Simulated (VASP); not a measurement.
# F (P6_3/mmc) in VASP: further runs

Runs on F. Level: PBEsol. Tasks: single point.

All numbers are computed with VASP 6.6.1; they aren't measurements. Logs are shortened: lines on timing, memory, paths and dates and some standing lists are left out, and cuts for length are marked.

## Step 1: The cell of the first run

Symmetry: P6_3/mmc, No. 194, hexagonal system. Conventional cell: a = 2.808 Å, b = 2.808 Å, c = 2.871 Å, α = 90.00°, β = 90.00°, γ = 120.00°. Within 2.9 Å of F (site symmetry -6m2) lie 14 F at 2.17 to 2.87 Å.

## Step 2: Single point, PBEsol

Input file POSCAR:

```
F
1.0
    2.8082979214      0.0000000000      0.0000000000
   -1.4041489607      2.4320573413      0.0000000000
    0.0000000000      0.0000000000      2.8711252228
F
2
Direct
    0.3333333333      0.6666666667      0.2500000000
    0.6666666667      0.3333333333      0.7500000000
```

Input file INCAR.step1:

```
PREC = Accurate
ENCUT = 520
EDIFF = 1E-6
ISMEAR = -1
SIGMA = 0.1
LREAL = False
LASPH = True
NELM = 80
ALGO = Normal
ISIF = 2
LWAVE = False
LCHARG = True
GGA = PS
NBANDS = 14
```

Input file KPOINTS.step1:

```
Automatic mesh
0
Gamma
  18 18 10
```

Input file INCAR.step2:

```
PREC = Accurate
ENCUT = 520
EDIFF = 1E-6
ISMEAR = -5
SIGMA = 0.1
LREAL = False
LASPH = True
NELM = 80
ALGO = Normal
ISIF = 2
LWAVE = False
LCHARG = False
GGA = PS
LORBIT = 11
NEDOS = 2001
ICHARG = 11
```

Input file KPOINTS.step2:

```
Automatic mesh
0
Gamma
  27 27 15
```

Potentials or basis: VASP PAW PBE potentials, release 64 (F).

Command:

```console
> cat potpaw_PBE.64/F/POTCAR > POTCAR
> cp INCAR.step1 INCAR
> cp KPOINTS.step1 KPOINTS
> mpirun -np 1 vasp_std > vasp.out
> cp INCAR.step2 INCAR
> cp KPOINTS.step2 KPOINTS
> mpirun -np 1 vasp_std > vasp.out
```

OUTCAR:

```text
PREC = Accurate
   ENCUT = 520
   EDIFF = 1E-6
   ISMEAR = -5
   LREAL = False
   LASPH = True
   NELM = 80
   ISIF = 2
   GGA = PS
   LORBIT = 11
   ICHARG = 11

 ion  position               nearest neighbor table
   1  0.333  0.667  0.250-
   2  0.667  0.333  0.750-

  LATTYP: Found a hexagonal cell.
 ALAT       =     2.8082979214
 C/A-ratio  =     1.0223720215

  Lattice vectors:

 A1 = (   2.8082979214,   0.0000000000,   0.0000000000)
 A2 = (  -1.4041489607,   2.4320573413,   0.0000000000)
 A3 = (   0.0000000000,   0.0000000000,   2.8711252228)

Analysis of symmetry for initial positions (statically):
=====================================================================
 Subroutine PRICEL returns:
 Original cell was already a primitive cell.

 Routine SETGRP: Setting up the symmetry group for a
 hexagonal supercell.

 Subroutine GETGRP returns: Found 24 space group operations
 (whereof 12 operations were pure point group operations)
 out of a pool of 24 trial point group operations.

The static configuration has the point symmetry D_3d.
 The point group associated with its full space group is D_6h.

Analysis of symmetry for dynamics (positions and initial velocities):
=====================================================================
 Subroutine PRICEL returns:
 Original cell was already a primitive cell.

 Routine SETGRP: Setting up the symmetry group for a
 hexagonal supercell.

 Subroutine GETGRP returns: Found 24 space group operations
 (whereof 12 operations were pure point group operations)
 out of a pool of 24 trial point group operations.

The dynamic configuration has the point symmetry D_3d.
 The point group associated with its full space group is D_6h.

 Subroutine INISYM returns: Found 24 space group operations
 (whereof 12 operations are pure point group operations),
 and found     1 'primitive' translations

----------------------------------------------------------------------------------------

                                     Primitive cell

  volume of cell :      19.6096

  direct lattice vectors                    reciprocal lattice vectors
     2.808297921  0.000000000  0.000000000     0.356087576  0.205587258  0.000000000
    -1.404148961  2.432057341  0.000000000     0.000000000  0.411174516  0.000000000
     0.000000000  0.000000000  2.871125223     0.000000000  0.000000000  0.348295502

  length of vectors
     2.808297921  2.808297921  2.871125223     0.411174516  0.411174516  0.348295502

  position of ions in fractional coordinates (direct lattice)
     0.333333333  0.666666667  0.250000000
     0.666666667  0.333333333  0.750000000

  ion indices of the primitive-cell ions
   primitive index   ion index
                 1           1
                 2           2

----------------------------------------------------------------------------------------

 KPOINTS: Automatic mesh

Automatic generation of k-mesh.
 Grid dimensions read from file:
 generate k-points for:   27   27   15

 Generating k-lattice:

  Cartesian coordinates                     Fractional coordinates (reciprocal lattice)
     0.013188429  0.007614343  0.000000000     0.037037037 -0.000000000  0.000000000
     0.000000000  0.015228686  0.000000000     0.000000000  0.037037037  0.000000000
     0.000000000  0.000000000  0.023219700     0.000000000  0.000000000  0.066666667

  Length of vectors
     0.015228686  0.015228686  0.023219700

  Shift w.r.t. Gamma in fractional coordinates (k-lattice)
     0.000000000  0.000000000  0.000000000

 TETIRR: Found  10722 inequivalent tetrahedra from    65610

 Subroutine IBZKPT returns following result:
 ===========================================

 Found    600 irreducible k-points:

 Following reciprocal coordinates:
            Coordinates               Weight
  0.000000  0.000000  0.000000      1.000000
  0.037037  0.000000  0.000000      6.000000
  0.074074  0.000000  0.000000      6.000000
  0.111111  0.000000  0.000000      6.000000
  0.148148 -0.000000  0.000000      6.000000
  0.185185  0.000000  0.000000      6.000000
[... 16 lines left out ...]
  0.333333  0.037037  0.000000     12.000000
  0.370370  0.037037  0.000000     12.000000
 [... further k-points ...]
   k-points           NKPTS =    600   k-points in BZ     NKDIM =    600   number of bands    NBANDS=     11
   number of dos      NEDOS =   2001   number of ions     NIONS =      2
   total plane-waves  NPLWV =  13824
   dimension x,y,z NGX =    24 NGY =   24 NGZ =   24
   dimension x,y,z NGXF=    48 NGYF=   48 NGZF=   48
   ions per type =               2
   NGX,Y,Z   is equivalent  to a cutoff of  14.21, 14.21, 13.90 a.u.
   NGXF,Y,Z  is equivalent  to a cutoff of  28.42, 28.42, 27.79 a.u.
 SYSTEM =  unknown system
   PREC   = accura    normal or accurate (medium, high low for compatibility)
   ISTART =      0    job   : 0-new  1-cont  2-samecut
   ICHARG =     11    charge: 1-file 2-atom 10-const
   ISPIN  =      1    spin polarized calculation?
   LNONCOLLINEAR =      F non collinear calculations
   LSORBIT =      F    spin-orbit coupling
   LASPH  =      T    aspherical Exc in radial PAW
   ENCUT  =  520.0 eV  38.22 Ry    6.18 a.u.   5.22  5.22  5.34*2*pi/ulx,y,z
   NELM   =     80;   NELMIN=  2; NELMDL=  0     # of ELM steps
   EDIFF  = 0.1E-05   stopping-criterion for ELM
   LREAL  =      F    real-space projection
   EDIFFG = 0.1E-04   stopping-criterion for IOM
   NSW    =      0    number of steps for IOM
   IBRION =     -1    ionic relax: 0-MD 1-quasi-New 2-CG
   NFREE  =      0    steps in history (QN), initial steepest desc. (CG)
   ISIF   =      2    stress and relaxation
   ISYM   =      2    0-nonsym 1-usesym 2-fastsym
   POTIM  = 0.5000    time-step for ionic-motion
   TEBEG  =    0.0;   TEEND  =   0.0 temperature during run
   PSTRESS=    0.0 pullay stress
   NELECT =      14.0000    total number of electrons
   NUPDOWN=      -1.0000    fix difference up-down
   EMIN   =  10.00;   EMAX   =-10.00  energy-range for DOS
   EFERMI =   0.00;   METHOD = LEGACY
   ISMEAR =    -5;   SIGMA  =   0.10  broadening in eV -4-tet -1-fermi 0-gaus
   EFERMI_NEDOS =   21; number of points for ismear=-14 and -15
   IALGO  =     38    algorithm
   IMIX   =      4    mixing-type and parameters
     AMIX     =   0.40;   BMIX     =  1.00
     AMIX_MAG =   1.60;   BMIX_MAG =  1.00
  volume/ion in A,a.u.               =       9.80        66.17
  Fermi-wavevector in a.u.,A,eV,Ry     =   1.463169  2.764988 29.128214  2.140863
  Thomas-Fermi vector in A             =   2.579296
   LORBIT       =     11    0 simple, 1 ext, 2 COOP (PROOUT), +10 PAW based schemes
   GGA     = PS    functional components
   LHFCALC =     F    Hartree Fock is set to
   AEXX    =    0.0000 exact exchange contribution
   IVDW    =     0    specifies the selected vdW correction
   LEPSILON=     F    determine dielectric tensor
   LRPA    =     F    only Hartree local field effects (RPA)
 non-spin polarized calculation
 Fermi weights with tetrahedron method with Bloechl corrections
  energy-cutoff  :      520.00
  volume of cell :       19.61
 maximum number of plane-waves:       539
 NGX is ok and might be reduce to    24

 number of electron      14.0000007 magnetization

 Free energy of the ion-electron system (eV)
  ---------------------------------------------------
  ext. energy  EPLUGINS =         0.00000000
  ---------------------------------------------------
  free energy    TOTEN  =        -2.23065090 eV

  energy without entropy =       -2.23065090  energy(sigma->0) =       -2.23065090

 E-fermi :  -2.7171     XC(G=0): -10.6409

 val. band max:       -2.6827853732   @ k =   0.3333   0.3333   0.2667
 cond. band min:      -2.7364220253   @ k =   0.2963   0.1481   0.1333
 fundamental gap:     -0.0536366522
 Fermi energy:        -2.7170766229

 k-point     1 :       0.0000    0.0000    0.0000
  band No.  band energies     occupation
      1     -25.3245      2.00000
      2     -21.7328      2.00000
      3      -6.3620      2.00000
      4      -4.8420      2.00000
      5      -4.8420      2.00000
      6      -2.9332      2.00000
      7      -2.9332      2.00000
      8      -2.1965      0.00000
      9      10.0176      0.00000
     10      16.7871      0.00000
     11      24.1913      0.00000

 k-point     2 :       0.0370    0.0000    0.0000
  band No.  band energies     occupation
      1     -25.3124      2.00000
      2     -21.7408      2.00000
      3      -6.3494      2.00000
      4      -4.8589      2.00000
      5      -4.8585      2.00000
      6      -2.9567      2.00000
      7      -2.9230      2.00000
      8      -2.2094      0.00000
      9      10.0692      0.00000
     10      16.8227      0.00000
     11      23.8518      0.00000

 k-point     3 :       0.0741    0.0000    0.0000
  band No.  band energies     occupation
      1     -25.2751      2.00000
      2     -21.7650      2.00000
      3      -6.3118      2.00000
      4      -4.9094      2.00000
      5      -4.9058      2.00000
      6      -3.0237      2.00000
      7      -2.8939      2.00000
      8      -2.2472      0.00000
      9      10.2212      0.00000
     10      16.9274      0.00000
     11      23.0988      0.00000

 k-point     4 :       0.1111    0.0000    0.0000
  band No.  band energies     occupation
      1     -25.2133      2.00000
      2     -21.8052      2.00000
      3      -6.2499      2.00000
      4      -4.9931      2.00000
      5      -4.9786      2.00000
      6      -3.1246      2.00000
      7      -2.8504      2.00000
      8      -2.3095      0.00000
      9      10.4648      0.00000
     10      17.0945      0.00000
     11      22.2444      0.00000

 k-point     5 :       0.1481   -0.0000    0.0000
  band No.  band energies     occupation
      1     -25.1287      2.00000
      2     -21.8619      2.00000
      3      -6.1647      2.00000
      4      -5.1089      2.00000
      5      -5.0697      2.00000
      6      -3.2466      2.00000
      7      -2.7980      2.00000
      8      -2.3949      0.00000
      9      10.7846      0.00000
     10      17.3125      0.00000
     11      21.4010      0.00000
[... 211 lines left out ...]
 k-point    21 :       0.2593    0.0370    0.0000
  band No.  band energies     occupation
      1     -24.6745      2.00000
      2     -22.1874      2.00000
      3      -5.7248      2.00000
      4      -5.7035      2.00000
      5      -5.4116      2.00000
      6      -3.6704      2.00000
      7      -2.8560      2.18438
      8      -2.6139      0.00000
      9      12.2588      0.00000
     10      18.2142      0.00000
     11      18.9983      0.00000

 k-point    22 :       0.2963    0.0370    0.0000
  band No.  band energies     occupation
      1     -24.5178      2.00000
      2     -22.3074      2.00000
      3      -5.9055      2.00000
      4      -5.5431      2.00000
      5      -5.4985      2.00000
      6      -3.7607      2.00000
      7      -3.0161      2.00000
      8      -2.5724      0.00000
      9      12.6780      0.00000
     10      18.2761      0.00000
     11      18.6754      0.00000

 k-point    23 :       0.3333    0.0370    0.0000
  band No.  band energies     occupation
      1     -24.3571      2.00000
      2     -22.4347      2.00000
      3      -6.0701      2.00000
      4      -5.5738      2.00000
      5      -5.3781      2.00000
      6      -3.8343      2.00000
      7      -3.1806      2.00000
      8      -2.5379      0.00000
      9      13.0595      0.00000
     10      18.0113      0.00000
     11      18.7271      0.00000

 k-point    24 :       0.3704    0.0370    0.0000
  band No.  band energies     occupation
      1     -24.2013      2.00000
      2     -22.5627      2.00000
      3      -6.2088      2.00000
      4      -5.6349      2.00000
      5      -5.2173      2.00000
      6      -3.8911      2.00000
      7      -3.3410      2.00000
      8      -2.5111      0.00000
      9      13.3801      0.00000
     10      17.7455      0.00000
     11      18.8235      0.00000

 [... further k-points ...]
[... 5 lines left out ...]
  --------------------------------------------------------------------------------------
  -------------------------------------------------------------------------------------
  Total       -0.3228453     -0.3228453     -0.2794369      0.0000000      0.0000000      0.0000000
  in kB      -26.3776406    -26.3776406    -22.8310148      0.0000000      0.0000000      0.0000000
  external PRESSURE =     -25.1954320 kB  Pullay stress =       0.0000000 kB

 VOLUME and BASIS-vectors are now :
 -----------------------------------------------------------------------------
  energy-cutoff  :      520.00
  volume of cell :       19.61
      direct lattice vectors                 reciprocal lattice vectors
     2.808297921  0.000000000  0.000000000     0.356087576  0.205587258  0.000000000
    -1.404148961  2.432057341  0.000000000     0.000000000  0.411174516  0.000000000
     0.000000000  0.000000000  2.871125223     0.000000000  0.000000000  0.348295502

 POSITION                                       TOTAL-FORCE (eV/Angst)
 -----------------------------------------------------------------------------------
     -0.00000      1.62137      0.71778         0.000000     -0.000000     -0.000000
      1.40415      0.81069      2.15334        -0.000000      0.000000      0.000000
 -----------------------------------------------------------------------------------
    total drift:                               -0.000000      0.000000     -0.000000

  FREE ENERGIE OF THE ION-ELECTRON SYSTEM (eV)
  ---------------------------------------------------
  free  energy   TOTEN  =        -2.2306508997 eV

  energy  without entropy=       -2.2306508997  energy(sigma->0) =       -2.23065090

 total charge

# of ion       s       p       d       tot
------------------------------------------
    1        1.773   3.987   0.000   5.761
    2        1.773   3.987   0.000   5.761
--------------------------------------------------
tot          3.547   7.975   0.000  11.521
```

Run time: 78 s. Hardware: 1 thread of AMD EPYC 7R13 (Zen 3), shared host; peak memory 0.19 GiB.

Results:

| Property | Result |
| --- | --- |
| Valence electrons inside the program's atomic spheres | F 5.76 |

Levels at points of the mesh, in eV from the Fermi level:
| k point | band 5 | band 6 | band 7 | band 8 | band 9 | band 10 |
| --- | --- | --- | --- | --- | --- | --- |
| (0.00, 0.00, 0.00) | -2.12 | -0.22 | -0.22 | 0.52 | 12.73 | 19.50 |

Caveat: the PAW data sets were made with another functional, which shifts forces and pressure a little; tetrahedron occupations give inexact forces and stress in metals.

## Step 3: Single point, PBEsol (3.92 Å³/atom)

This run uses another cell than the first one, of 3.92 Å³/atom.

Input file POSCAR:

```
F
1.0
    1.8425033899      0.0000000000      0.0000000000
   -0.9212516949      1.5956547422      0.0000000000
    0.0000000000      0.0000000000      2.6679758353
F
2
Direct
    0.3333333333      0.6666666667      0.2500000000
    0.6666666667      0.3333333333      0.7500000000
```

Input file INCAR.step1:

```
SYSTEM = F
PREC = Accurate ; ENCUT = 520
EDIFF = 1E-6 ; ISMEAR = -1
SIGMA = 0.1 ; LREAL = .FALSE.
LASPH = .TRUE. ; NELM = 60
ALGO = Normal ; ISIF = 2
LWAVE = .FALSE. ; LCHARG = .TRUE.
GGA = PS ; NBANDS = 14
```

Input file KPOINTS.step1:

```
regular mesh
0
G
  18 18 10
  0 0 0
```

Input file INCAR.step2:

```
SYSTEM = F
PREC = Accurate ; ENCUT = 520
EDIFF = 1E-6 ; ISMEAR = -5
SIGMA = 0.1 ; LREAL = .FALSE.
LASPH = .TRUE. ; NELM = 60
ALGO = Normal ; ISIF = 2
LWAVE = .FALSE. ; LCHARG = .FALSE.
GGA = PS ; LORBIT = 10
NEDOS = 2001 ; ICHARG = 11
```

Input file KPOINTS.step2:

```
regular mesh
0
G
  27 27 15
  0 0 0
```

Potentials or basis: VASP PAW PBE potentials, release 64 (F).

Command:

```console
> cat potpaw_PBE.64/F/POTCAR > POTCAR
> cp INCAR.step1 INCAR
> cp KPOINTS.step1 KPOINTS
> mpirun -np 1 vasp_std > vasp.out
> cp INCAR.step2 INCAR
> cp KPOINTS.step2 KPOINTS
> mpirun -np 1 vasp_std > vasp.out
```

Run time: 54 s. Hardware: 1 thread of Intel Xeon 8259CL, shared host; peak memory 0.16 GiB.

The run converged. Its results:

```yaml
Valence_electrons_inside_the_program's_atomic_spheres: F 6.08
```

Levels at points of the mesh, in eV from the Fermi level:
```csv
k point,band 5,band 6,band 7,band 8,band 9,band 10
"(0.00, 0.00, 0.00)",-1.24,1.28,1.28,3.01,26.64,29.06
```

Caveat: the PAW data sets were made with another functional, which shifts forces and pressure a little; tetrahedron occupations give inexact forces and stress in metals.
